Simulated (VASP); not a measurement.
# SiNi (rocksalt type) (Fm-3m) in VASP: notebook

The runs below take SiNi (rocksalt type) through single point, with PBE.

All numbers are computed with VASP 6.6.1; they aren't measurements. Logs are shortened: lines on timing, memory, paths and dates and some standing lists are left out, and cuts for length are marked.

## (1) The cell of the first run

It takes space group Fm-3m (No. 225, cubic). Conventional cell: a = 4.626 Å, b = 4.626 Å, c = 4.626 Å, α = 90.00°, β = 90.00°, γ = 90.00°. Within 3.1 Å of Ni (site symmetry m-3m) lie 6 Si at 2.31 Å. Within 3.1 Å of Si (site symmetry m-3m) lie 6 Ni at 2.31 Å.

## (2) Single point, PBE (volume scaled by 0.93, to set the pressure)

File INCAR:

```
SYSTEM = SiNi
ALGO = Normal
EDIFF = 1E-6
ENCUT = 520
GGA = PE
ISIF = 2
ISMEAR = -1
LASPH = .True.
LCHARG = .False.
LREAL = .False.
LWAVE = .False.
NBANDS = 14
NELM = 100
PREC = Accurate
SIGMA = 0.05
```

File KPOINTS:

```
k-points
0
Gamma
  15 15 15
  0 0 0
```

File POSCAR:

```
SiNi
1.0
    0.0000000000      2.3132102729      2.3132102729
    2.3132102729      0.0000000000      2.3132102729
    2.3132102729      2.3132102729      0.0000000000
Ni Si
1 1
Direct
    0.0000000000      0.0000000000      0.0000000000
    0.5000000000      0.5000000000      0.5000000000
```

Potentials or basis: VASP PAW PBE potentials, release 64 (Ni, Si).

Launch:

```
> cat potpaw_PBE.64/Ni/POTCAR potpaw_PBE.64/Si/POTCAR > POTCAR
> mpirun -np 1 vasp_std > vasp.out
```

OUTCAR:

```text
SYSTEM = SiNi
   EDIFF = 1E-6
   ENCUT = 520
   GGA = PE
   ISIF = 2
   ISMEAR = -1
   LASPH = .True.
   LREAL = .False.
   NELM = 100
   PREC = Accurate

 ion  position               nearest neighbor table
   1  0.000  0.000  0.000-   2 2.31   2 2.31   2 2.31   2 2.31   2 2.31   2 2.31
   2  0.500  0.500  0.500-   1 2.31   1 2.31   1 2.31   1 2.31   1 2.31   1 2.31

  LATTYP: Found a face centered cubic cell.
 ALAT       =     4.6264205458

  Lattice vectors:

 A1 = (   0.0000000000,   2.3132102729,   2.3132102729)
 A2 = (   2.3132102729,   0.0000000000,   2.3132102729)
 A3 = (   2.3132102729,   2.3132102729,   0.0000000000)

Analysis of symmetry for initial positions (statically):
=====================================================================
 Subroutine PRICEL returns:
 Original cell was already a primitive cell.

 Routine SETGRP: Setting up the symmetry group for a
 face centered cubic supercell.

 Subroutine GETGRP returns: Found 48 space group operations
 (whereof 48 operations were pure point group operations)
 out of a pool of 48 trial point group operations.

The static configuration has the point symmetry O_h .

Analysis of symmetry for dynamics (positions and initial velocities):
=====================================================================
 Subroutine PRICEL returns:
 Original cell was already a primitive cell.

 Routine SETGRP: Setting up the symmetry group for a
 face centered cubic supercell.

 Subroutine GETGRP returns: Found 48 space group operations
 (whereof 48 operations were pure point group operations)
 out of a pool of 48 trial point group operations.

The dynamic configuration has the point symmetry O_h .

 Subroutine INISYM returns: Found 48 space group operations
 (whereof 48 operations are pure point group operations),
 and found     1 'primitive' translations

----------------------------------------------------------------------------------------

                                     Primitive cell

  volume of cell :      24.7557

  direct lattice vectors                    reciprocal lattice vectors
     0.000000000  2.313210273  2.313210273    -0.216149827  0.216149827  0.216149827
     2.313210273  0.000000000  2.313210273     0.216149827 -0.216149827  0.216149827
     2.313210273  2.313210273  0.000000000     0.216149827  0.216149827 -0.216149827

  length of vectors
     3.271373341  3.271373341  3.271373341     0.374382482  0.374382482  0.374382482

  position of ions in fractional coordinates (direct lattice)
     0.000000000  0.000000000  0.000000000
     0.500000000  0.500000000  0.500000000

  ion indices of the primitive-cell ions
   primitive index   ion index
                 1           1
                 2           2

----------------------------------------------------------------------------------------

 KPOINTS: k-points

Automatic generation of k-mesh.
 Grid dimensions read from file:
 generate k-points for:   15   15   15

 Generating k-lattice:

  Cartesian coordinates                     Fractional coordinates (reciprocal lattice)
    -0.014409988  0.014409988  0.014409988     0.066666667  0.000000000  0.000000000
     0.014409988 -0.014409988  0.014409988     0.000000000  0.066666667  0.000000000
     0.014409988  0.014409988 -0.014409988     0.000000000  0.000000000  0.066666667

  Length of vectors
     0.024958832  0.024958832  0.024958832

  Shift w.r.t. Gamma in fractional coordinates (k-lattice)
     0.000000000  0.000000000  0.000000000

 Subroutine IBZKPT returns following result:
 ===========================================

 Found    120 irreducible k-points:

 Following reciprocal coordinates:
            Coordinates               Weight
  0.000000  0.000000  0.000000      1.000000
  0.066667  0.000000  0.000000      8.000000
  0.133333  0.000000  0.000000      8.000000
  0.200000  0.000000  0.000000      8.000000
  0.266667  0.000000  0.000000      8.000000
  0.333333  0.000000  0.000000      8.000000
[... 16 lines left out ...]
  0.133333  0.133333  0.000000      6.000000
  0.200000  0.133333  0.000000     24.000000
 [... further k-points ...]
   k-points           NKPTS =    120   k-points in BZ     NKDIM =    120   number of bands    NBANDS=     14
   number of dos      NEDOS =    301   number of ions     NIONS =      2
   total plane-waves  NPLWV =  13824
   dimension x,y,z NGX =    24 NGY =   24 NGZ =   24
   dimension x,y,z NGXF=    48 NGYF=   48 NGZF=   48
   ions per type =               1   1
   NGX,Y,Z   is equivalent  to a cutoff of  12.20, 12.20, 12.20 a.u.
   NGXF,Y,Z  is equivalent  to a cutoff of  24.39, 24.39, 24.39 a.u.
 SYSTEM =  SiNi
   PREC   = accura    normal or accurate (medium, high low for compatibility)
   ISTART =      0    job   : 0-new  1-cont  2-samecut
   ICHARG =      2    charge: 1-file 2-atom 10-const
   ISPIN  =      1    spin polarized calculation?
   LNONCOLLINEAR =      F non collinear calculations
   LSORBIT =      F    spin-orbit coupling
   LASPH  =      T    aspherical Exc in radial PAW
   ENCUT  =  520.0 eV  38.22 Ry    6.18 a.u.   6.08  6.08  6.08*2*pi/ulx,y,z
   NELM   =    100;   NELMIN=  2; NELMDL= -5     # of ELM steps
   EDIFF  = 0.1E-05   stopping-criterion for ELM
   LREAL  =      F    real-space projection
   EDIFFG = 0.1E-04   stopping-criterion for IOM
   NSW    =      0    number of steps for IOM
   IBRION =     -1    ionic relax: 0-MD 1-quasi-New 2-CG
   NFREE  =      0    steps in history (QN), initial steepest desc. (CG)
   ISIF   =      2    stress and relaxation
   ISYM   =      2    0-nonsym 1-usesym 2-fastsym
   POTIM  = 0.5000    time-step for ionic-motion
   TEBEG  =    0.0;   TEEND  =   0.0 temperature during run
   PSTRESS=    0.0 pullay stress
   NELECT =      14.0000    total number of electrons
   NUPDOWN=      -1.0000    fix difference up-down
   EMIN   =  10.00;   EMAX   =-10.00  energy-range for DOS
   EFERMI =   0.00;   METHOD = LEGACY
   ISMEAR =    -1;   SIGMA  =   0.05  broadening in eV -4-tet -1-fermi 0-gaus
   EFERMI_NEDOS =   21; number of points for ismear=-14 and -15
   IALGO  =     38    algorithm
   IMIX   =      4    mixing-type and parameters
     AMIX     =   0.40;   BMIX     =  1.00
     AMIX_MAG =   1.60;   BMIX_MAG =  1.00
  volume/ion in A,a.u.               =      12.38        83.53
  Fermi-wavevector in a.u.,A,eV,Ry     =   1.353814  2.558338 24.936933  1.832813
  Thomas-Fermi vector in A             =   2.481038
   LORBIT       =      0    0 simple, 1 ext, 2 COOP (PROOUT), +10 PAW based schemes
   GGA     = PE    functional components
   LHFCALC =     F    Hartree Fock is set to
   AEXX    =    0.0000 exact exchange contribution
   IVDW    =     0    specifies the selected vdW correction
   LEPSILON=     F    determine dielectric tensor
   LRPA    =     F    only Hartree local field effects (RPA)
 non-spin polarized calculation
  energy-cutoff  :      520.00
  volume of cell :       24.76
 maximum number of plane-waves:       680
   NGX = 13   NGY = 13   NGZ = 13

 number of electron      13.9999995 magnetization

 Free energy of the ion-electron system (eV)
  ---------------------------------------------------
  ext. energy  EPLUGINS =         0.00000000
  ---------------------------------------------------
  free energy    TOTEN  =       -10.80575703 eV

  energy without entropy =      -10.79594564  energy(sigma->0) =      -10.80085133

 E-fermi :   9.9979     XC(G=0): -12.0955

 val. band max:        9.9895227334   @ k =  -0.3333   0.2667   0.0000
 cond. band min:       9.9997444509   @ k =  -0.3333   0.4667   0.1333
 fundamental gap:      0.0102217175
 Fermi energy:         9.9978709909

 k-point     1 :       0.0000    0.0000    0.0000
  band No.  band energies     occupation
      1      -2.5716      2.00000
      2       7.2544      2.00000
      3       7.2544      2.00000
      4       7.2544      2.00000
      5       7.2920      2.00000
      6       7.2920      2.00000
      7      14.3402      0.00000
      8      14.3402      0.00000
      9      14.3402      0.00000
     10      20.3460      0.00000
     11      20.3460      0.00000
     12      20.3460      0.00000
     13      22.0616      0.00000
     14      23.7505      0.00000

 k-point     2 :       0.0667    0.0000    0.0000
  band No.  band energies     occupation
      1      -2.4796      2.00000
      2       7.2040      2.00000
      3       7.2362      2.00000
      4       7.2362      2.00000
      5       7.2968      2.00000
      6       7.2968      2.00000
      7      13.8606      0.00000
      8      14.3804      0.00000
      9      14.3804      0.00000
     10      19.8622      0.00000
     11      20.4290      0.00000
     12      20.4290      0.00000
     13      22.8667      0.00000
     14      23.7911      0.00000

 k-point     3 :       0.1333    0.0000    0.0000
  band No.  band energies     occupation
      1      -2.2051      2.00000
      2       7.0417      2.00000
      3       7.1157      2.00000
      4       7.1157      2.00000
      5       7.3847      2.00000
      6       7.3847      2.00000
      7      12.7153      0.00000
      8      14.4938      0.00000
      9      14.4938      0.00000
     10      19.1852      0.00000
     11      20.5386      0.00000
     12      20.5386      0.00000
     13      22.6538      0.00000
     14      22.6538      0.00000
[... 324 lines left out ...]
 k-point    23 :       0.1333    0.1333    0.0000
  band No.  band energies     occupation
      1      -2.0856      2.00000
      2       6.9107      2.00000
      3       7.0894      2.00000
      4       7.3091      2.00000
      5       7.3091      2.00000
      6       7.3539      2.00000
      7      13.5050      0.00000
      8      13.5050      0.00000
      9      14.0621      0.00000
     10      18.5870      0.00000
     11      19.8905      0.00000
     12      21.2168      0.00000
     13      21.2168      0.00000
     14      24.9611      0.00000

 k-point    24 :       0.2000    0.1333    0.0000
  band No.  band energies     occupation
      1      -1.7564      2.00000
      2       6.6997      2.00000
      3       6.9505      2.00000
      4       7.2198      2.00000
      5       7.3820      2.00000
      6       7.4900      2.00000
      7      12.4729      0.00000
      8      13.2152      0.00000
      9      14.4218      0.00000
     10      18.3090      0.00000
     11      18.5933      0.00000
     12      21.4088      0.00000
     13      21.5372      0.00000
     14      24.8294      0.00000

 [... further k-points ...]
[... 5 lines left out ...]
  --------------------------------------------------------------------------------------
  -------------------------------------------------------------------------------------
  Total        1.8629374      1.8629374      1.8629374     -0.0000000      0.0000000     -0.0000000
  in kB      120.5684013    120.5684013    120.5684013     -0.0000000      0.0000000     -0.0000000
  external PRESSURE =     120.5684013 kB  Pullay stress =       0.0000000 kB

 VOLUME and BASIS-vectors are now :
 -----------------------------------------------------------------------------
  energy-cutoff  :      520.00
  volume of cell :       24.76
      direct lattice vectors                 reciprocal lattice vectors
     0.000000000  2.313210273  2.313210273    -0.216149827  0.216149827  0.216149827
     2.313210273  0.000000000  2.313210273     0.216149827 -0.216149827  0.216149827
     2.313210273  2.313210273  0.000000000     0.216149827  0.216149827 -0.216149827

 POSITION                                       TOTAL-FORCE (eV/Angst)
 -----------------------------------------------------------------------------------
      0.00000      0.00000      0.00000        -0.000000      0.000000     -0.000000
      2.31321      2.31321      2.31321         0.000000     -0.000000      0.000000
 -----------------------------------------------------------------------------------
    total drift:                                0.000000     -0.000000     -0.000000

  FREE ENERGIE OF THE ION-ELECTRON SYSTEM (eV)
  ---------------------------------------------------
  free  energy   TOTEN  =       -10.8057570250 eV

  energy  without entropy=      -10.7959456360  energy(sigma->0) =      -10.80085133
```

It took 11 s on 1 thread of Intel Xeon 6975P-C (Granite Rapids), shared host; peak memory 0.16 GiB.

What came out:

- Free energy: -10.8058 eV
- Pressure: 12.1 GPa
- Band gap on the k mesh: zero (band 7 reaches 14.34 eV, above the bottom of band 8 at 9.13 eV)

Levels at points of the mesh, in eV from the Fermi level:
```
           k point  band 4  band 5  band 6  band 7  band 8  band 9  band 10  band 11
(0.00, 0.00, 0.00)   -2.74   -2.71   -2.71    4.34    4.34    4.34    10.35    10.35
```

Caveat: the cell differs from its parent crystal (volume scaled by 0.93, to set the pressure). Spin polarisation is off, so any magnetic state and its effect on volume and gap are missing.

## (3) Single point, PBE

File INCAR:

```
SYSTEM = SiNi
PREC = Accurate
ENCUT = 520
EDIFF = 1E-6
ISMEAR = -1
SIGMA = 0.05
LREAL = .FALSE.
LASPH = .TRUE.
NELM = 80
ALGO = Normal
ISIF = 2
LWAVE = .FALSE.
LCHARG = .FALSE.
GGA = PE
NBANDS = 14
```

File KPOINTS:

```
Automatic mesh
0
G
  15 15 15
  0 0 0
```

File POSCAR:

```
SiNi
1.0
    0.0000000000      2.3135812986      2.3135812986
    2.3135812986      0.0000000000      2.3135812986
    2.3135812986      2.3135812986      0.0000000000
Ni Si
1 1
Direct
    0.0000000000      0.0000000000      0.0000000000
    0.5000000000      0.5000000000      0.5000000000
```

Potentials or basis: VASP PAW PBE potentials, release 64 (Ni, Si).

Launch:

```
> cat potpaw_PBE.64/Ni/POTCAR potpaw_PBE.64/Si/POTCAR > POTCAR
> mpirun -np 1 vasp_std > vasp.out
```

Run time: 11 s. Hardware: 1 thread of Intel Xeon 6975P-C (Granite Rapids), shared host; peak memory 0.17 GiB.

The run converged. Its results:

```
Free energy            : -10.8067 eV
Pressure               : 12.0 GPa
Band gap on the k mesh : zero (band 7 reaches 14.33 eV, above the bottom of band 8 at 9.12 eV)
```

Levels at points of the mesh, in eV from the Fermi level:
| k point | band 3 | band 4 | band 5 | band 6 | band 7 | band 8 | band 9 | band 10 | band 11 | band 12 |
| --- | --- | --- | --- | --- | --- | --- | --- | --- | --- | --- |
| (0.00, 0.00, 0.00) | -2.74 | -2.74 | -2.70 | -2.70 | 4.34 | 4.34 | 4.34 | 10.35 | 10.35 | 10.35 |

## (4) Single point, PBE

This run uses another cell than the first one, of 13.31 Å³/atom, 1.075 times its volume.

File INCAR:

```
SYSTEM = SiNi
PREC = Accurate ; ENCUT = 520
EDIFF = 1E-7 ; ISMEAR = -1
SIGMA = 0.05 ; LREAL = .False.
LASPH = .True. ; NELM = 80
ALGO = Normal ; ISIF = 2
LWAVE = .False. ; LCHARG = .False.
GGA = PE ; NBANDS = 14
```

File KPOINTS:

```
Automatic mesh
0
Gamma
  15 15 15
  0 0 0
```

File POSCAR:

```
SiNi
1.0
    0.0000000000      2.3698496617      2.3698496617
    2.3698496617      0.0000000000      2.3698496617
    2.3698496617      2.3698496617      0.0000000000
Ni Si
1 1
Direct
    0.0000000000      0.0000000000      0.0000000000
    0.5000000000      0.5000000000      0.5000000000
```

Launch:

```
> cat potpaw_PBE.64/Ni/POTCAR potpaw_PBE.64/Si/POTCAR > POTCAR
> mpirun -np 1 vasp_std > vasp.out
```

Wall time 24 s (1 thread of Intel Xeon 6975P-C (Granite Rapids), shared host); peak memory 0.18 GiB.

It converged, with:

| Quantity | Value |
| --- | --- |
| Free energy | -10.8721 eV |
| Pressure | 0.1 GPa |
| Band gap on the k mesh | zero (band 7 reaches 13.02 eV, above the bottom of band 8 at 8.20 eV) |

Levels at points of the mesh, in eV from the Fermi level:
| k point | band 3 | band 4 | band 5 | band 6 | band 7 | band 8 | band 9 | band 10 | band 11 | band 12 |
| --- | --- | --- | --- | --- | --- | --- | --- | --- | --- | --- |
| (0.00, 0.00, 0.00) | -2.44 | -2.44 | -2.42 | -2.42 | 4.03 | 4.03 | 4.03 | 10.10 | 10.10 | 10.10 |

## (5) Summary

```csv
cell,gap on the mesh (eV),pressure (GPa)
"a = 3.271 Å, angles 60.0°, 2 atoms",none,12.1
"a = 3.272 Å, angles 60.0°, 2 atoms",none,12.0
"a = 3.351 Å, angles 60.0°, 2 atoms",none,0.1
```

Alike in all rows: task single point; level PBE; potentials or basis VASP PAW PBE potentials, release 64 (Ni, Si); no spin polarisation; k mesh 15 × 15 × 15; cutoff (eV) 520; smearing fermi-dirac 0.05 eV.

Total energies depend on the potentials used, so only differences within one code and one set of settings carry meaning.
